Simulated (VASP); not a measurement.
# KBa (P4/mmm) in VASP: a series of runs

Runs on KBa. Level: PBE. Tasks: single point, relaxation of cell and atoms.

Program: VASP 6.6.1. These are calculated values, not measurements. Logs are shortened: lines on timing, memory, paths and dates and some standing lists are left out, and cuts for length are marked.

### 1 The cell of the first run

The structure is tetragonal, space group P4/mmm (No. 123). The conventional cell has a = 3.900 Å, b = 3.900 Å, c = 5.112 Å, α = 90.00°, β = 90.00°, γ = 90.00°. K (site symmetry 4/mmm) has 8 Ba at 3.76 Å and 4 K at 3.90 Å within 4.9 Å. Ba (site symmetry 4/mmm) has 8 K at 3.76 Å and 4 Ba at 3.90 Å within 4.9 Å.

### 2 Single point, PBE

Contents of INCAR:

```
PREC = Accurate ; ENCUT = 520
EDIFF = 1E-6 ; ISMEAR = 0
SIGMA = 0.1 ; LREAL = F
LASPH = T ; NELM = 100
ALGO = Normal ; ISIF = 2
LWAVE = F ; LCHARG = T
GGA = PE ; LELF = T
LVHAR = T ; NBANDS = 16
```

Contents of KPOINTS:

```
Automatic mesh
0
Gamma
  6 6 4
```

Contents of POSCAR:

```
KBa
1.0
    3.9003097294      0.0000000000      0.0000000000
    0.0000000000      3.9003097294      0.0000000000
    0.0000000000      0.0000000000      5.1121916810
K Ba
1 1
Direct
    0.5000000000      0.5000000000      0.5000000000
    0.0000000000      0.0000000000      0.0000000000
```

Potentials or basis: VASP PAW PBE potentials, release 64 (K_sv, Ba_sv).

Run with:

```bash
cat potpaw_PBE.64/K_sv/POTCAR potpaw_PBE.64/Ba_sv/POTCAR > POTCAR
mpirun -np 1 vasp_std > vasp.out
```

OUTCAR:

```text
PREC = Accurate
   ENCUT = 520
   EDIFF = 1E-6
   ISMEAR = 0
   LREAL = F
   LASPH = T
   NELM = 100
   ISIF = 2
   GGA = PE

 ion  position               nearest neighbor table
   1  0.500  0.500  0.500-   2 3.76   2 3.76   2 3.76   2 3.76   2 3.76   2 3.76   2 3.76   2 3.76

   2  0.000  0.000  0.000-   1 3.76   1 3.76   1 3.76   1 3.76   1 3.76   1 3.76   1 3.76   1 3.76

  LATTYP: Found a simple tetragonal cell.
 ALAT       =     3.9003097294
 C/A-ratio  =     1.3107142857

  Lattice vectors:

 A1 = (   3.9003097294,   0.0000000000,   0.0000000000)
 A2 = (   0.0000000000,   3.9003097294,   0.0000000000)
 A3 = (   0.0000000000,   0.0000000000,   5.1121916810)

Analysis of symmetry for initial positions (statically):
=====================================================================
 Subroutine PRICEL returns:
 Original cell was already a primitive cell.

 Routine SETGRP: Setting up the symmetry group for a
 simple tetragonal supercell.

 Subroutine GETGRP returns: Found 16 space group operations
 (whereof 16 operations were pure point group operations)
 out of a pool of 16 trial point group operations.

The static configuration has the point symmetry D_4h.

Analysis of symmetry for dynamics (positions and initial velocities):
=====================================================================
 Subroutine PRICEL returns:
 Original cell was already a primitive cell.

 Routine SETGRP: Setting up the symmetry group for a
 simple tetragonal supercell.

 Subroutine GETGRP returns: Found 16 space group operations
 (whereof 16 operations were pure point group operations)
 out of a pool of 16 trial point group operations.

The dynamic configuration has the point symmetry D_4h.

 Subroutine INISYM returns: Found 16 space group operations
 (whereof 16 operations are pure point group operations),
 and found     1 'primitive' translations

----------------------------------------------------------------------------------------

                                     Primitive cell

  volume of cell :      77.7688

  direct lattice vectors                    reciprocal lattice vectors
     3.900309729  0.000000000  0.000000000     0.256389894  0.000000000  0.000000000
     0.000000000  3.900309729  0.000000000     0.000000000  0.256389894  0.000000000
     0.000000000  0.000000000  5.112191681     0.000000000  0.000000000  0.195610819

  length of vectors
     3.900309729  3.900309729  5.112191681     0.256389894  0.256389894  0.195610819

  position of ions in fractional coordinates (direct lattice)
     0.500000000  0.500000000  0.500000000
     0.000000000  0.000000000  0.000000000

  ion indices of the primitive-cell ions
   primitive index   ion index
                 1           1
                 2           2

----------------------------------------------------------------------------------------

 KPOINTS: Automatic mesh

Automatic generation of k-mesh.
 Grid dimensions read from file:
 generate k-points for:    6    6    4

 Generating k-lattice:

  Cartesian coordinates                     Fractional coordinates (reciprocal lattice)
     0.042731649  0.000000000  0.000000000     0.166666667  0.000000000  0.000000000
     0.000000000  0.042731649  0.000000000     0.000000000  0.166666667  0.000000000
     0.000000000  0.000000000  0.048902705     0.000000000  0.000000000  0.250000000

  Length of vectors
     0.042731649  0.042731649  0.048902705

  Shift w.r.t. Gamma in fractional coordinates (k-lattice)
     0.000000000  0.000000000  0.000000000

 Subroutine IBZKPT returns following result:
 ===========================================

 Found     30 irreducible k-points:

 Following reciprocal coordinates:
            Coordinates               Weight
  0.000000  0.000000  0.000000      1.000000
  0.166667  0.000000  0.000000      4.000000
  0.333333  0.000000  0.000000      4.000000
  0.500000  0.000000  0.000000      2.000000
  0.166667  0.166667  0.000000      4.000000
  0.333333  0.166667  0.000000      8.000000
[... 16 lines left out ...]
  0.333333  0.000000  0.500000      4.000000
  0.500000  0.000000  0.500000      2.000000
 [... further k-points ...]
   k-points           NKPTS =     30   k-points in BZ     NKDIM =     30   number of bands    NBANDS=     16
   number of dos      NEDOS =    301   number of ions     NIONS =      2
   total plane-waves  NPLWV =  36000
   dimension x,y,z NGX =    30 NGY =   30 NGZ =   40
   dimension x,y,z NGXF=    60 NGYF=   60 NGZF=   80
   ions per type =               1   1
   NGX,Y,Z   is equivalent  to a cutoff of  12.79, 12.79, 13.01 a.u.
   NGXF,Y,Z  is equivalent  to a cutoff of  25.57, 25.57, 26.02 a.u.
 SYSTEM =  unknown system
   PREC   = accura    normal or accurate (medium, high low for compatibility)
   ISTART =      0    job   : 0-new  1-cont  2-samecut
   ICHARG =      2    charge: 1-file 2-atom 10-const
   ISPIN  =      1    spin polarized calculation?
   LNONCOLLINEAR =      F non collinear calculations
   LSORBIT =      F    spin-orbit coupling
   LASPH  =      T    aspherical Exc in radial PAW
   ENCUT  =  520.0 eV  38.22 Ry    6.18 a.u.   7.25  7.25  9.51*2*pi/ulx,y,z
   NELM   =    100;   NELMIN=  2; NELMDL= -5     # of ELM steps
   EDIFF  = 0.1E-05   stopping-criterion for ELM
   LREAL  =      F    real-space projection
   EDIFFG = 0.1E-04   stopping-criterion for IOM
   NSW    =      0    number of steps for IOM
   IBRION =     -1    ionic relax: 0-MD 1-quasi-New 2-CG
   NFREE  =      0    steps in history (QN), initial steepest desc. (CG)
   ISIF   =      2    stress and relaxation
   ISYM   =      2    0-nonsym 1-usesym 2-fastsym
   POTIM  = 0.5000    time-step for ionic-motion
   TEBEG  =    0.0;   TEEND  =   0.0 temperature during run
   PSTRESS=    0.0 pullay stress
   NELECT =      19.0000    total number of electrons
   NUPDOWN=      -1.0000    fix difference up-down
   EMIN   =  10.00;   EMAX   =-10.00  energy-range for DOS
   EFERMI =   0.00;   METHOD = LEGACY
   ISMEAR =     0;   SIGMA  =   0.10  broadening in eV -4-tet -1-fermi 0-gaus
   EFERMI_NEDOS =   21; number of points for ismear=-14 and -15
   IALGO  =     38    algorithm
   IMIX   =      4    mixing-type and parameters
     AMIX     =   0.40;   BMIX     =  1.00
     AMIX_MAG =   1.60;   BMIX_MAG =  1.00
  volume/ion in A,a.u.               =      38.88       262.40
  Fermi-wavevector in a.u.,A,eV,Ry     =   1.023429  1.934000 14.250828  1.047406
  Thomas-Fermi vector in A             =   2.157162
   LORBIT       =      0    0 simple, 1 ext, 2 COOP (PROOUT), +10 PAW based schemes
   GGA     = PE    functional components
   LHFCALC =     F    Hartree Fock is set to
   AEXX    =    0.0000 exact exchange contribution
   IVDW    =     0    specifies the selected vdW correction
   LEPSILON=     F    determine dielectric tensor
   LRPA    =     F    only Hartree local field effects (RPA)
 non-spin polarized calculation
 Gauss-broadening in eV      SIGMA  =   0.10
  energy-cutoff  :      520.00
  volume of cell :       77.77
 maximum number of plane-waves:      2114
 NGX is ok and might be reduce to    30
   NGX = 15   NGY = 15   NGZ = 19

 number of electron      19.0000002 magnetization

 Free energy of the ion-electron system (eV)
  ---------------------------------------------------
  ext. energy  EPLUGINS =         0.00000000
  ---------------------------------------------------
  free energy    TOTEN  =        -1.66752521 eV

  energy without entropy =       -1.65174165  energy(sigma->0) =       -1.65963343

 E-fermi :   2.7945     XC(G=0):  -8.3484

 val. band max:        2.7677978875   @ k =   0.5000   0.3333   0.5000
 cond. band min:       2.7948664606   @ k =   0.5000   0.1667   0.0000
 fundamental gap:      0.0270685731
 Fermi energy:         2.7944966912

 k-point     1 :       0.0000    0.0000    0.0000
  band No.  band energies     occupation
      1     -28.7150      2.00000
      2     -25.9671      2.00000
      3     -12.4485      2.00000
      4     -12.1857      2.00000
      5     -12.1857      2.00000
      6     -11.0781      2.00000
[... 8 lines left out ...]
     15       7.0680      0.00000
     16       7.6023      0.00000

 k-point     2 :       0.1667    0.0000    0.0000
  band No.  band energies     occupation
      1     -28.7102      2.00000
      2     -25.9505      2.00000
      3     -12.4077      2.00000
      4     -12.2445      2.00000
      5     -12.1731      2.00000
      6     -11.0979      2.00000
[... 8 lines left out ...]
     15       6.8915      0.00000
     16       7.0102      0.00000

 k-point     3 :       0.3333    0.0000    0.0000
  band No.  band energies     occupation
      1     -28.7004      2.00000
      2     -25.9168      2.00000
      3     -12.3547      2.00000
      4     -12.3200      2.00000
      5     -12.1479      2.00000
      6     -11.4641      2.00000
[... 8 lines left out ...]
     15       6.4307      0.00000
     16       6.5076      0.00000

 k-point     4 :       0.5000    0.0000    0.0000
  band No.  band energies     occupation
      1     -28.6956      2.00000
      2     -25.8998      2.00000
      3     -12.4047      2.00000
      4     -12.2725      2.00000
      5     -12.1352      2.00000
      6     -11.6688      2.00000
[... 8 lines left out ...]
     15       6.2143      0.00000
     16       6.9131      0.00000

 k-point     5 :       0.1667    0.1667    0.0000
  band No.  band energies     occupation
      1     -28.7055      2.00000
      2     -25.9336      2.00000
      3     -12.3735      2.00000
      4     -12.2546      2.00000
      5     -12.2206      2.00000
      6     -11.1077      2.00000
[... 8 lines left out ...]
     15       7.2244      0.00000
     16       7.4283      0.00000

 k-point     6 :       0.3333    0.1667    0.0000
  band No.  band energies     occupation
      1     -28.6961      2.00000
      2     -25.8995      2.00000
      3     -12.3615      2.00000
      4     -12.3017      2.00000
      5     -12.2302      2.00000
      6     -11.4111      2.00000
[... 8 lines left out ...]
     15       6.9614      0.00000
     16       7.7402      0.00000

 k-point     7 :       0.5000    0.1667    0.0000
  band No.  band energies     occupation
      1     -28.6915      2.00000
      2     -25.8823      2.00000
      3     -12.4148      2.00000
      4     -12.2637      2.00000
      5     -12.2407      2.00000
      6     -11.5859      2.00000
[... 8 lines left out ...]
     15       7.2865      0.00000
     16       7.7758      0.00000

 k-point     8 :       0.3333    0.3333    0.0000
  band No.  band energies     occupation
      1     -28.6876      2.00000
      2     -25.8646      2.00000
      3     -12.4016      2.00000
      4     -12.3639      2.00000
      5     -12.2647      2.00000
      6     -11.3483      2.00000
[... 8 lines left out ...]
     15       7.3662      0.00000
     16       8.0051      0.00000

 k-point     9 :       0.5000    0.3333    0.0000
  band No.  band energies     occupation
      1     -28.6832      2.00000
      2     -25.8469      2.00000
      3     -12.4509      2.00000
      4     -12.4074      2.00000
      5     -12.2461      2.00000
      6     -11.4606      2.00000
[... 8 lines left out ...]
     15       8.0903      0.00000
     16       9.0906      0.00000
[... 172 lines left out ...]
 k-point    19 :       0.5000    0.3333    0.2500
  band No.  band energies     occupation
      1     -28.6830      2.00000
      2     -25.8456      2.00000
      3     -12.4345      2.00000
      4     -12.3777      2.00000
      5     -12.2730      2.00000
      6     -11.4776      2.00000
[... 8 lines left out ...]
     15       7.8552      0.00000
     16       8.4132      0.00000

 k-point    20 :       0.5000    0.5000    0.2500
  band No.  band energies     occupation
      1     -28.6789      2.00000
      2     -25.8278      2.00000
      3     -12.4305      2.00000
      4     -12.4305      2.00000
      5     -12.2500      2.00000
      6     -11.4690      2.00000
[... 8 lines left out ...]
     15       8.3883      0.00000
     16       8.5923      0.00000

 k-point    21 :       0.0000    0.0000    0.5000
  band No.  band energies     occupation
      1     -28.7120      2.00000
      2     -25.9701      2.00000
      3     -12.3128      2.00000
      4     -12.1582      2.00000
      5     -12.1582      2.00000
      6     -11.3526      2.00000
[... 8 lines left out ...]
     15       6.0364      0.00000
     16       7.1812      0.00000

 k-point    22 :       0.1667    0.0000    0.5000
  band No.  band energies     occupation
      1     -28.7077      2.00000
      2     -25.9520      2.00000
      3     -12.3439      2.00000
      4     -12.2716      2.00000
      5     -12.1519      2.00000
      6     -11.2639      2.00000
[... 8 lines left out ...]
     15       6.5084      0.00000
     16       6.5304      0.00000

 k-point    23 :       0.3333    0.0000    0.5000
  band No.  band energies     occupation
      1     -28.6991      2.00000
      2     -25.9153      2.00000
      3     -12.4589      2.00000
      4     -12.4362      2.00000
      5     -12.1394      2.00000
      6     -11.2932      2.00000
[... 8 lines left out ...]
     15       5.6592      0.00000
     16       7.0536      0.00000

 k-point    24 :       0.5000    0.0000    0.5000
  band No.  band energies     occupation
      1     -28.6948      2.00000
      2     -25.8968      2.00000
      3     -12.5413      2.00000
      4     -12.5005      2.00000
      5     -12.1332      2.00000
      6     -11.4052      2.00000
[... 8 lines left out ...]
     15       5.5386      0.00000
     16       7.3135      0.00000

 [... further k-points ...]

------------------------ aborting loop because EDIFF is reached ----------------------------------------

  FORCE on cell =-STRESS in cart. coord.  units (eV):
  Direction    XX          YY          ZZ          XY          YZ          ZX
  --------------------------------------------------------------------------------------
  -------------------------------------------------------------------------------------
  Total        3.7002884      3.7002884      4.0597148      0.0000000     -0.0000000      0.0000000
  in kB       76.2326186     76.2326186     83.6374501      0.0000000     -0.0000000      0.0000000
  external PRESSURE =      78.7008958 kB  Pullay stress =       0.0000000 kB

 VOLUME and BASIS-vectors are now :
 -----------------------------------------------------------------------------
  energy-cutoff  :      520.00
  volume of cell :       77.77
      direct lattice vectors                 reciprocal lattice vectors
     3.900309729  0.000000000  0.000000000     0.256389894  0.000000000  0.000000000
     0.000000000  3.900309729  0.000000000     0.000000000  0.256389894  0.000000000
     0.000000000  0.000000000  5.112191681     0.000000000  0.000000000  0.195610819

 POSITION                                       TOTAL-FORCE (eV/Angst)
 -----------------------------------------------------------------------------------
      1.95015      1.95015      2.55610         0.000000      0.000000      0.000000
      0.00000      0.00000      0.00000         0.000000      0.000000      0.000000
 -----------------------------------------------------------------------------------
    total drift:                                0.000000      0.000000      0.000000

  FREE ENERGIE OF THE ION-ELECTRON SYSTEM (eV)
  ---------------------------------------------------
  free  energy   TOTEN  =        -1.6675252139 eV

  energy  without entropy=       -1.6517416459  energy(sigma->0) =       -1.65963343
```

It took 21 s on 1 thread of AMD EPYC 9R14 (Zen 4), shared host; peak memory 0.16 GiB.

Results:

```
Free energy            : -1.6675 eV
Pressure               : 7.9 GPa
Band gap on the k mesh : zero (an odd number of electrons rules out a gap without spin polarisation)
```

Stress tensor (GPa, compression positive):
```
7.62 0.00 0.00
0.00 7.62 0.00
0.00 0.00 8.36
```

Caveat: the cell stands under pressure; spin-orbit coupling is left out, which moves the levels of the heavy elements.

### 3 Single point, PBE

This run uses another cell than the first one, of 66.47 Å³/atom.

Contents of INCAR:

```
SYSTEM = KBa
PREC = Accurate
ENCUT = 520
EDIFF = 1E-7
ISMEAR = 0
SIGMA = 0.1
LREAL = .FALSE.
LASPH = .TRUE.
NELM = 60
ALGO = Fast
ISIF = 2
LWAVE = .FALSE.
LCHARG = .FALSE.
GGA = PE
NBANDS = 16
```

Contents of KPOINTS:

```
Automatic mesh
0
G
  4 4 4
  0 0 0
```

Contents of POSCAR:

```
KBa
1.0
    4.6138846939      0.0000000000      0.0000000000
    0.0000000000      4.6138846939      0.0000000000
    0.0000000000      0.0000000000      6.2445391000
K Ba
1 1
Direct
    0.5000000000      0.5000000000      0.5000000000
    0.0000000000      0.0000000000      0.0000000000
```

Potentials or basis: VASP PAW PBE potentials, release 64 (K_sv, Ba_sv).

Run with:

```bash
cat potpaw_PBE.64/K_sv/POTCAR potpaw_PBE.64/Ba_sv/POTCAR > POTCAR
mpirun -np 1 vasp_std > vasp.out
```

Run time: 44 s. Hardware: 1 thread of AMD EPYC 9R14 (Zen 4), shared host; peak memory 0.22 GiB.

The run converged. Its results:

```yaml
Free_energy: -2.6900 eV
Pressure: 0.2 GPa
Band_gap_on_the_k_mesh: zero (an odd number of electrons rules out a gap without spin polarisation)
```

Levels at points of the mesh, in eV from the Fermi level:
| k point | band 8 | band 9 | band 10 | band 11 | band 12 | band 13 |
| --- | --- | --- | --- | --- | --- | --- |
| (0.00, 0.00, 0.00) | -14.45 | -2.48 | -0.09 | 0.33 | 1.96 | 2.36 |
| (0.50, 0.00, 0.00) | -14.44 | -0.80 | -0.19 | 0.67 | 0.78 | 2.03 |
| (0.50, 0.50, 0.00) | -14.56 | -0.45 | 0.30 | 0.80 | 0.80 | 1.63 |
| (0.00, 0.00, 0.50) | -14.46 | -1.61 | -1.00 | 0.48 | 1.73 | 2.29 |
| (0.50, 0.00, 0.50) | -14.44 | -0.46 | -0.34 | 0.81 | 0.81 | 1.89 |
| (0.50, 0.50, 0.50) | -14.56 | -0.13 | 0.48 | 0.48 | 1.64 | 2.04 |

Caveat: spin-orbit coupling is left out, which moves the levels of the heavy elements.

(Continued in part 2 of 2.)

The gap in the log of VASP goes by the Fermi energy; the results here count the filled bands.